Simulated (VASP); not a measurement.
# Be (P4_2/mnm) in VASP: further runs

Runs on Be. Level: PBE. Tasks: electric field gradients.

All numbers are computed with VASP 6.6.1; they aren't measurements. Logs are shortened: lines on timing, memory, paths and dates and some standing lists are left out, and cuts for length are marked.

## 1. The cell of the first run

The structure is tetragonal, space group P4_2/mnm (No. 136). The conventional cell has a = 3.784 Å, b = 3.784 Å, c = 2.281 Å, α = 90.00°, β = 90.00°, γ = 90.00°. Be (site symmetry m2m) has 13 Be at 2.17 to 2.72 Å within 2.9 Å.

## 2. Electric field gradients, PBE (equal xx and yy strain of +1 %)

INCAR reads:

```
PREC     = Accurate       # precision mode
ENCUT    = 520            # plane-wave cutoff, eV
EDIFF    = 1E-8           # SCF threshold, eV
ISMEAR   = -1             # smearing method
SIGMA    = 0.05           # smearing width, eV
LREAL    = F              # projectors in reciprocal space
LASPH    = T              # aspherical terms in the spheres
NELM     = 80             # most SCF steps
ALGO     = Normal         # electronic algorithm
ISIF     = 2              # what is computed and relaxed
LWAVE    = F              # write WAVECAR
LCHARG   = F              # write CHGCAR
GGA      = PE             # functional
LEFG     = T            
NBANDS   = 12             # bands
```

KPOINTS reads:

```
regular mesh
0
Gamma
  9 9 14
```

POSCAR reads:

```
Be
1.0
    3.7842821400      0.0000000000      0.0000000000
    0.0000000000      3.7842821400      0.0000000000
    0.0000000000      0.0000000000      2.2812800000
Be
4
Direct
    0.2974080000      0.2974080000      0.0000000000
    0.7025920000      0.7025920000      0.0000000000
    0.2025920000      0.7974080000      0.5000000000
    0.7974080000      0.2025920000      0.5000000000
```

Potentials or basis: VASP PAW PBE potentials, release 64 (Be).

Run with:

```sh
$ cat potpaw_PBE.64/Be/POTCAR > POTCAR
$ mpirun -np 1 vasp_std > vasp.out
```

OUTCAR:

```text
PREC = Accurate
   ENCUT = 520
   EDIFF = 1E-8
   ISMEAR = -1
   LREAL = F
   LASPH = T
   NELM = 80
   ISIF = 2
   GGA = PE

 ion  position               nearest neighbor table
   1  0.297  0.297  0.000-   2 2.17   3 2.24   4 2.24   3 2.24   4 2.24   3 2.24   3 2.24   4 2.24
                             4 2.24
   2  0.703  0.703  0.000-   1 2.17   3 2.24   4 2.24   3 2.24   4 2.24   4 2.24   4 2.24   3 2.24
                             3 2.24
   3  0.203  0.797  0.500-   4 2.17   2 2.24   1 2.24   1 2.24   2 2.24   1 2.24   1 2.24   2 2.24
                             2 2.24
   4  0.797  0.203  0.500-   3 2.17   2 2.24   1 2.24   1 2.24   2 2.24   2 2.24   2 2.24   1 2.24
                             1 2.24

  LATTYP: Found a simple tetragonal cell.
 ALAT       =     3.7842821400
 C/A-ratio  =     0.6028303165

  Lattice vectors:

 A1 = (   3.7842821400,   0.0000000000,   0.0000000000)
 A2 = (   0.0000000000,   3.7842821400,   0.0000000000)
 A3 = (   0.0000000000,   0.0000000000,   2.2812800000)

Analysis of symmetry for initial positions (statically):
=====================================================================
 Subroutine PRICEL returns:
 Original cell was already a primitive cell.

 Routine SETGRP: Setting up the symmetry group for a
 simple tetragonal supercell.

 Subroutine GETGRP returns: Found 16 space group operations
 (whereof  8 operations were pure point group operations)
 out of a pool of 16 trial point group operations.

The static configuration has the point symmetry D_2h.
 The point group associated with its full space group is D_4h.

Analysis of symmetry for dynamics (positions and initial velocities):
=====================================================================
 Subroutine PRICEL returns:
 Original cell was already a primitive cell.

 Routine SETGRP: Setting up the symmetry group for a
 simple tetragonal supercell.

 Subroutine GETGRP returns: Found 16 space group operations
 (whereof  8 operations were pure point group operations)
 out of a pool of 16 trial point group operations.

The dynamic configuration has the point symmetry D_2h.
 The point group associated with its full space group is D_4h.

 Subroutine INISYM returns: Found 16 space group operations
 (whereof  8 operations are pure point group operations),
 and found     1 'primitive' translations

----------------------------------------------------------------------------------------

                                     Primitive cell

  volume of cell :      32.6697

  direct lattice vectors                    reciprocal lattice vectors
     3.784282140  0.000000000  0.000000000     0.264250910  0.000000000  0.000000000
     0.000000000  3.784282140  0.000000000     0.000000000  0.264250910  0.000000000
     0.000000000  0.000000000  2.281280000     0.000000000  0.000000000  0.438350400

  length of vectors
     3.784282140  3.784282140  2.281280000     0.264250910  0.264250910  0.438350400

  position of ions in fractional coordinates (direct lattice)
     0.297408000  0.297408000  0.000000000
     0.702592000  0.702592000  0.000000000
     0.202592000  0.797408000  0.500000000
     0.797408000  0.202592000  0.500000000

  ion indices of the primitive-cell ions
   primitive index   ion index
                 1           1
                 2           2
                 3           3
                 4           4

----------------------------------------------------------------------------------------

 KPOINTS: regular mesh

Automatic generation of k-mesh.
 Grid dimensions read from file:
 generate k-points for:    9    9   14

 Generating k-lattice:

  Cartesian coordinates                     Fractional coordinates (reciprocal lattice)
     0.029361212  0.000000000  0.000000000     0.111111111  0.000000000  0.000000000
     0.000000000  0.029361212  0.000000000     0.000000000  0.111111111  0.000000000
[... 52 lines left out ...]
   ISPIN  =      1    spin polarized calculation?
   LNONCOLLINEAR =      F non collinear calculations
   LSORBIT =      F    spin-orbit coupling
   LASPH  =      T    aspherical Exc in radial PAW
   ENCUT  =  520.0 eV  38.22 Ry    6.18 a.u.   7.04  7.04  4.24*2*pi/ulx,y,z
   NELM   =     80;   NELMIN=  2; NELMDL= -5     # of ELM steps
   EDIFF  = 0.1E-07   stopping-criterion for ELM
   LREAL  =      F    real-space projection
   EDIFFG = 0.1E-06   stopping-criterion for IOM
   NSW    =      0    number of steps for IOM
   IBRION =     -1    ionic relax: 0-MD 1-quasi-New 2-CG
   NFREE  =      0    steps in history (QN), initial steepest desc. (CG)
   ISIF   =      2    stress and relaxation
   ISYM   =      2    0-nonsym 1-usesym 2-fastsym
   POTIM  = 0.5000    time-step for ionic-motion
   TEBEG  =    0.0;   TEEND  =   0.0 temperature during run
   PSTRESS=    0.0 pullay stress
   NELECT =       8.0000    total number of electrons
   NUPDOWN=      -1.0000    fix difference up-down
   EMIN   =  10.00;   EMAX   =-10.00  energy-range for DOS
   EFERMI =   0.00;   METHOD = LEGACY
   ISMEAR =    -1;   SIGMA  =   0.05  broadening in eV -4-tet -1-fermi 0-gaus
   EFERMI_NEDOS =   21; number of points for ismear=-14 and -15
   IALGO  =     38    algorithm
   IMIX   =      4    mixing-type and parameters
     AMIX     =   0.40;   BMIX     =  1.00
     AMIX_MAG =   1.60;   BMIX_MAG =  1.00
  volume/ion in A,a.u.               =       8.17        55.12
  Fermi-wavevector in a.u.,A,eV,Ry     =   1.024211  1.935479 14.272635  1.049009
  Thomas-Fermi vector in A             =   2.157986
   LORBIT       =      0    0 simple, 1 ext, 2 COOP (PROOUT), +10 PAW based schemes
   GGA     = PE    functional components
   LHFCALC =     F    Hartree Fock is set to
   AEXX    =    0.0000 exact exchange contribution
   IVDW    =     0    specifies the selected vdW correction
   LEPSILON=     F    determine dielectric tensor
   LRPA    =     F    only Hartree local field effects (RPA)
 non-spin polarized calculation
  energy-cutoff  :      520.00
  volume of cell :       32.67
 maximum number of plane-waves:       892
   NGX = 15   NGY = 15   NGZ =  9

 number of electron       8.0000000 magnetization

 Free energy of the ion-electron system (eV)
  ---------------------------------------------------
  ext. energy  EPLUGINS =         0.00000000
  ---------------------------------------------------
  free energy    TOTEN  =       -14.85132518 eV

  energy without entropy =      -14.84655031  energy(sigma->0) =      -14.84893775

 E-fermi :   6.6236     XC(G=0): -10.4973

 val. band max:        6.5736292354   @ k =   0.2222   0.0000   0.2857
 cond. band min:       6.6388160267   @ k =   0.1111   0.0000   0.1429
 fundamental gap:      0.0651867913
 Fermi energy:         6.6236138998

 k-point     1 :       0.0000    0.0000    0.0000
  band No.  band energies     occupation
      1      -4.4109      2.00000
      2       1.7060      2.00000
      3       2.2853      2.00000
      4       5.5251      2.00000
      5       5.5251      2.00000
      6      11.2734      0.00000
      7      11.2734      0.00000
      8      13.8689      0.00000
      9      16.0355      0.00000
     10      16.9209      0.00000
     11      22.6910      0.00000
     12      22.6910      0.00000
[... 331 lines left out ...]
 k-point    24 :       0.4444    0.1111    0.0714
  band No.  band energies     occupation
      1      -2.6672      2.00000
      2      -1.8078      2.00000
      3       3.0875      2.00000
      4       3.9140      2.00000
      5       8.6234      0.00000
      6       9.0754      0.00000
      7      14.2754      0.00000
      8      16.6283      0.00000
      9      16.9845      0.00000
     10      17.9710      0.00000
     11      21.2302      0.00000
     12      22.4660      0.00000

 [... further k-points ...]
[... 5 lines left out ...]
  --------------------------------------------------------------------------------------
  -------------------------------------------------------------------------------------
  Total       -0.3693756     -0.3693756     -0.5290982     -0.0000000      0.0000000      0.0000000
  in kB      -18.1147842    -18.1147842    -25.9478422     -0.0000000      0.0000000      0.0000000
  external PRESSURE =     -20.7258035 kB  Pullay stress =       0.0000000 kB

 VOLUME and BASIS-vectors are now :
 -----------------------------------------------------------------------------
  energy-cutoff  :      520.00
  volume of cell :       32.67
      direct lattice vectors                 reciprocal lattice vectors
     3.784282140  0.000000000  0.000000000     0.264250910  0.000000000  0.000000000
     0.000000000  3.784282140  0.000000000     0.000000000  0.264250910  0.000000000
     0.000000000  0.000000000  2.281280000     0.000000000  0.000000000  0.438350400

 POSITION                                       TOTAL-FORCE (eV/Angst)
 -----------------------------------------------------------------------------------
      1.12548      1.12548      0.00000         0.040716      0.040716     -0.000000
      2.65881      2.65881      0.00000        -0.040716     -0.040716      0.000000
      0.76667      3.01762      1.14064        -0.040716      0.040716      0.000000
      3.01762      0.76667      1.14064         0.040716     -0.040716      0.000000
 -----------------------------------------------------------------------------------
    total drift:                                0.000000      0.000000     -0.000000

  FREE ENERGIE OF THE ION-ELECTRON SYSTEM (eV)
  ---------------------------------------------------
  free  energy   TOTEN  =       -14.8513251798 eV

  energy  without entropy=      -14.8465503146  energy(sigma->0) =      -14.84893775

 Electric field gradients (V/A^2)
---------------------------------------------------------------------
 ion       V_xx      V_yy      V_zz      V_xy      V_xz      V_yz
---------------------------------------------------------------------
   1       0.307     0.307    -0.614    -1.476    -0.000     0.000
   2       0.307     0.307    -0.614    -1.476    -0.000    -0.000
   3       0.307     0.307    -0.614     1.476     0.000    -0.000
   4       0.307     0.307    -0.614     1.476     0.000    -0.000
---------------------------------------------------------------------

 Electric field gradients after diagonalization (V/A^2)
 (convention: |V_zz| > |V_xx| > |V_yy|)
----------------------------------------------------------------------
 ion       V_xx      V_yy      V_zz     asymmetry (V_yy - V_xx)/ V_zz
----------------------------------------------------------------------
   1      -1.169    -0.614     1.783       0.312
   2      -1.169    -0.614     1.783       0.312
   3      -1.169    -0.614     1.783       0.312
   4      -1.169    -0.614     1.783       0.312
----------------------------------------------------------------------

           NMR quadrupolar parameters

 Cq : quadrupolar parameter    Cq=e*Q*V_zz/h
 eta: asymmetry parameters     (V_yy - V_xx)/ V_zz
 Q  : nuclear electric quadrupole moment in mb (millibarn)
----------------------------------------------------------------------
 ion       Cq(MHz)       eta       Q (mb)
----------------------------------------------------------------------
   1       0.004       0.312       1.000
   2       0.004       0.312       1.000
   3       0.004       0.312       1.000
   4       0.004       0.312       1.000
----------------------------------------------------------------------
```

It used 62 s of CPU time on 1 thread of AMD EPYC 7R13 Processor (Zen 3) (shared host).

Results:

```
Free energy            : -14.8513 eV
Pressure               : -2.1 GPa
Largest force          : 0.058 eV/Å
Band gap on the k mesh : zero (band 4 reaches 7.61 eV, above the bottom of band 5 at 5.53 eV)
```

Forces on the atoms (eV/Å):
```
Be   0.041  0.041  0.000
Be  -0.041 -0.041  0.000
Be  -0.041  0.041  0.000
Be   0.041 -0.041  0.000
```

Electric field gradients, principal values (V/Å²):
| atom | least | middle | greatest (by size) |
| --- | --- | --- | --- |
| 1 Be | -0.614 | -1.169 | 1.783 |
| 2 Be | -0.614 | -1.169 | 1.783 |
| 3 Be | -0.614 | -1.169 | 1.783 |
| 4 Be | -0.614 | -1.169 | 1.783 |

Caveat: the cell differs from its parent crystal (equal xx and yy strain of +1 %); without QUAD_EFG the Cq values of the log hold for a quadrupole moment of 1 mb, not for the nuclei.

## 3. Electric field gradients, PBE (volume scaled by 0.94)

INCAR reads:

```
SYSTEM = Be
ALGO     = Normal         ! electronic algorithm
EDIFF    = 1E-8           ! SCF threshold, eV
ENCUT    = 520            ! plane-wave cutoff, eV
GGA      = PE             ! functional
ISIF     = 2              ! what is computed and relaxed
ISMEAR   = -1             ! smearing method
LASPH    = .True.         ! aspherical terms in the spheres
LCHARG   = .False.        ! write CHGCAR
LEFG     = .True.       
LREAL    = .False.        ! projectors in reciprocal space
LWAVE    = .False.        ! write WAVECAR
NBANDS   = 12             ! bands
NELM     = 80             ! most SCF steps
PREC     = Accurate       ! precision mode
SIGMA    = 0.05           ! smearing width, eV
```

KPOINTS reads:

```
k-points
0
Gamma
  9 9 14
  0 0 0
```

POSCAR reads:

```
Be
1.0
    3.6703269463      0.0000000000      0.0000000000
    0.0000000000      3.6703269463      0.0000000000
    0.0000000000      0.0000000000      2.2347101981
Be
4
Direct
    0.2974080000      0.2974080000      0.0000000000
    0.7025920000      0.7025920000      0.0000000000
    0.2025920000      0.7974080000      0.5000000000
    0.7974080000      0.2025920000      0.5000000000
```

Potentials or basis: VASP PAW PBE potentials, release 64 (Be).

Run with:

```sh
$ cat potpaw_PBE.64/Be/POTCAR > POTCAR
$ mpirun -np 1 vasp_std > vasp.out
```

OUTCAR:

```text
SYSTEM = Be
   EDIFF = 1E-8
   ENCUT = 520
   GGA = PE
   ISIF = 2
   ISMEAR = -1
   LASPH = .True.
   LREAL = .False.
   NELM = 80
   PREC = Accurate

 ion  position               nearest neighbor table
   1  0.297  0.297  0.000-   2 2.10   3 2.18   4 2.18   3 2.18   4 2.18   3 2.18   3 2.18   4 2.18
                             4 2.18
   2  0.703  0.703  0.000-   1 2.10   3 2.18   4 2.18   3 2.18   4 2.18   4 2.18   4 2.18   3 2.18
                             3 2.18
   3  0.203  0.797  0.500-   4 2.10   2 2.18   1 2.18   1 2.18   2 2.18   1 2.18   1 2.18   2 2.18
                             2 2.18
   4  0.797  0.203  0.500-   3 2.10   2 2.18   1 2.18   1 2.18   2 2.18   2 2.18   2 2.18   1 2.18
                             1 2.18

  LATTYP: Found a simple tetragonal cell.
 ALAT       =     3.6703269463
[... 595 lines left out ...]
   1       0.278     0.278    -0.555    -1.533    -0.000     0.000
   2       0.278     0.278    -0.555    -1.533    -0.000    -0.000
   3       0.278     0.278    -0.555     1.533     0.000    -0.000
   4       0.278     0.278    -0.555     1.533     0.000    -0.000
---------------------------------------------------------------------

 Electric field gradients after diagonalization (V/A^2)
 (convention: |V_zz| > |V_xx| > |V_yy|)
----------------------------------------------------------------------
 ion       V_xx      V_yy      V_zz     asymmetry (V_yy - V_xx)/ V_zz
----------------------------------------------------------------------
   1      -1.255    -0.555     1.810       0.387
   2      -1.255    -0.555     1.810       0.387
   3      -1.255    -0.555     1.810       0.387
   4      -1.255    -0.555     1.810       0.387
----------------------------------------------------------------------

           NMR quadrupolar parameters

 Cq : quadrupolar parameter    Cq=e*Q*V_zz/h
 eta: asymmetry parameters     (V_yy - V_xx)/ V_zz
 Q  : nuclear electric quadrupole moment in mb (millibarn)
----------------------------------------------------------------------
 ion       Cq(MHz)       eta       Q (mb)
----------------------------------------------------------------------
   1       0.004       0.387       1.000
   2       0.004       0.387       1.000
   3       0.004       0.387       1.000
   4       0.004       0.387       1.000
----------------------------------------------------------------------
```

OSZICAR:

```text
N       E                     dE             d eps       ncg     rms          rms(c)
DAV:   1     0.166272805422E+01    0.16627E+01   -0.34258E+03  2880   0.564E+02
DAV:   2    -0.145784072651E+02   -0.16241E+02   -0.15511E+02  3772   0.104E+02
DAV:   3    -0.149656866739E+02   -0.38728E+00   -0.38469E+00  4024   0.112E+01
DAV:   4    -0.149667444964E+02   -0.10578E-02   -0.10576E-02  3448   0.656E-01
DAV:   5    -0.149667472183E+02   -0.27219E-05   -0.27227E-05  3816   0.308E-02    0.185E+00
DAV:   6    -0.148491666855E+02    0.11758E+00   -0.23853E-02  3376   0.143E+00    0.112E+00
DAV:   7    -0.148050191143E+02    0.44148E-01   -0.26923E-02  3364   0.141E+00    0.106E-01
DAV:   8    -0.148049796318E+02    0.39483E-04   -0.54934E-04  3676   0.142E-01    0.183E-02
DAV:   9    -0.148049794048E+02    0.22704E-06   -0.37357E-06  4060   0.118E-02    0.665E-03
DAV:  10    -0.148049804572E+02   -0.10525E-05   -0.59470E-07  3588   0.583E-03    0.113E-03
DAV:  11    -0.148049807402E+02   -0.28294E-06   -0.31116E-08  3620   0.127E-03    0.178E-04
DAV:  12    -0.148049806852E+02    0.54963E-07   -0.75106E-10  2400   0.193E-04    0.472E-05
DAV:  13    -0.148049806511E+02    0.34152E-07   -0.86650E-11  2104   0.692E-05    0.632E-06
DAV:  14    -0.148049806513E+02   -0.20029E-09   -0.60547E-12  1952   0.272E-05
   1 F= -.14804981E+02 E0= -.14802887E+02  d E =-.418799E-02
```

stdout:

```text
POSCAR found type information on POSCAR Be
 POSCAR found :  1 types and       4 ions
 scaLAPACK will be used
 LDA part: xc-table for (Slater+PW92), standard interpolation
 POSCAR, INCAR and KPOINTS ok, starting setup
 FFT: planning ... GRIDC
 FFT: planning ... GRID_SOFT
 FFT: planning ... GRID
 WAVECAR not read
 entering main loop
ion   1

ion   2

ion   3

ion   4
```

Wall time 29 s (1 thread of Intel Xeon Platinum 8259CL at 2.50GHz (Skylake/Cascade Lake), shared host); peak memory 0.15 GiB.

What came out:

* Free energy: -14.8050 eV
* Pressure: 8.4 GPa
* Largest force: 0.034 eV/Å
* Band gap on the k mesh: zero (band 4 reaches 8.35 eV, above the bottom of band 5 at 6.36 eV)

Forces in eV/Å, atoms in the order of the input:
```
Be  -0.024 -0.024  0.000
Be   0.024  0.024  0.000
Be   0.024 -0.024  0.000
Be  -0.024  0.024  0.000
```

Stress tensor (GPa, compression positive):
```
8.55 0.00 0.00
0.00 8.55 0.00
0.00 0.00 7.99
```

Electric field gradients, principal values (V/Å²):
```
atom   least  middle  greatest (by size)
1 Be  -0.555  -1.255               1.810
2 Be  -0.555  -1.255               1.810
3 Be  -0.555  -1.255               1.810
4 Be  -0.555  -1.255               1.810
```

Caveat: without QUAD_EFG the Cq values of the log hold for a quadrupole moment of 1 mb, not for the nuclei.

(Continued in part 2 of 2.)
